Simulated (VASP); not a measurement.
Write the native input for VASP 6.6.1 that does the following.

```
Task                   : single point
Functional             : r2SCAN
Dispersion             : D3(BJ)
Potentials or basis    : VASP PAW PBE potentials, release 64 (O, H, N)
Cutoff                 : 520 eV
k mesh                 : 1 × 1 × 1
Occupations            : fermi-dirac, width 0.02 eV
Spin                   : no spin polarisation
Dipole correction      : no
Further INCAR settings : LREAL = Auto; ALGO = Normal; EDIFF = 1e-06; NBANDS = 34
```

H11NO4:

```
O H N
1.0
     5.23054    0.00000    0.00000
     0.00000    5.23054    0.00000
     0.00000    0.00000    5.23054
O H N
4 11 1
Direct
  0.08816 0.80605 0.77717
  0.31639 0.44487 0.10272
  0.95613 0.16620 0.40483
  0.60676 0.56486 0.54392
  0.08343 0.65943 0.88884
  0.96712 0.91562 0.85800
  0.43778 0.48739 0.24636
  0.19250 0.34664 0.21374
  0.84768 0.10553 0.26408
  0.05695 0.02212 0.47068
  0.74082 0.43565 0.57015
  0.47374 0.54109 0.67014
  0.52901 0.86375 0.09927
  0.51520 0.12248 0.94359
  0.65318 0.89496 0.82938
  0.64081 0.98594 0.99896
```

One way to write it, as run:

POSCAR

```
H11NO4
1.0
    5.2305400000      0.0000000000      0.0000000000
    0.0000000000      5.2305400000      0.0000000000
    0.0000000000      0.0000000000      5.2305400000
O H N
4 11 1
Direct
    0.0881553339      0.8060544418      0.7771664111
    0.3163918066      0.4448680251      0.1027236194
    0.9561345482      0.1661969892      0.4048339177
    0.6067633552      0.5648556363      0.5439208954
    0.0834330681      0.6594347811      0.8888374814
   -0.0328837940      0.9156224787      0.8579993653
    0.4377750672      0.4873875355      0.2463607964
    0.1925040244      0.3466372497      0.2137446612
    0.8476753834      0.1055340366      0.2640836319
    1.0569463191      0.0221200870      0.4706779797
    0.7408221713      0.4356529154      0.5701514566
    0.4737369373      0.5410913596      0.6701411327
    0.5290084771      0.8637540292      1.0992746447
    0.5152049310      1.1224844853      0.9435928222
    0.6531830366      0.8949553966      0.8293789934
    0.6408133768      0.9859402662      0.9989599544
```

INCAR.step1

```
PREC     = Accurate       # precision mode
ENCUT    = 520            # plane-wave cutoff, eV
ISMEAR   = -1             # smearing method
SIGMA    = 0.02           # smearing width, eV
LREAL    = Auto         
LASPH    = T              # aspherical terms in the spheres
NELM     = 60             # most SCF steps
NBANDS   = 34             # bands
GGA      = PE             # functional
ALGO     = Normal         # electronic algorithm
EDIFF    = 1E-4           # SCF threshold, eV
LWAVE    = T              # write WAVECAR
LCHARG   = F              # write CHGCAR
```

INCAR.step2

```
PREC     = Accurate       # precision mode
ENCUT    = 520            # plane-wave cutoff, eV
EDIFF    = 1E-6           # SCF threshold, eV
ISMEAR   = -1             # smearing method
SIGMA    = 0.02           # smearing width, eV
LREAL    = Auto         
LASPH    = T              # aspherical terms in the spheres
NELM     = 60             # most SCF steps
ALGO     = Normal         # electronic algorithm
ISIF     = 2              # what is computed and relaxed
LWAVE    = F              # write WAVECAR
LCHARG   = T              # write CHGCAR
METAGGA  = R2SCAN         # meta-GGA
LMIXTAU  = T            
IVDW     = 12             # dispersion correction
VDW_S6   = 1.0          
VDW_S8   = 0.78981345   
VDW_A1   = 0.49484001   
VDW_A2   = 5.73083694   
LELF     = T              # ELF
LVHAR    = T            
NBANDS   = 34             # bands
ISTART   = 1
```

KPOINTS

```
regular mesh
0
Gamma
  1 1 1
```

Potentials or basis: VASP PAW PBE potentials, release 64 (O, H, N).

The run is started by

```bash
$ cat potpaw_PBE.64/O/POTCAR potpaw_PBE.64/H/POTCAR potpaw_PBE.64/N/POTCAR > POTCAR
$ cp INCAR.step1 INCAR
$ mpirun -np 1 vasp_gam > vasp.out
$ cp INCAR.step2 INCAR
$ mpirun -np 1 vasp_gam > vasp.out
```

It gave:

```json
{
 "Pressure": "-0.2 GPa",
 "Largest force": "2.049 eV/Å",
 "Dispersion energy per atom": "-0.019 eV"
}
```

Caveat: the k points lie up to 1.20 Å⁻¹ apart; the PAW data sets were made with another functional, which shifts forces and pressure a little.

It took 37 s on 1 thread of AMD EPYC 7R13 Processor (Zen 3), on a shared host, peak memory 0.22 GiB.
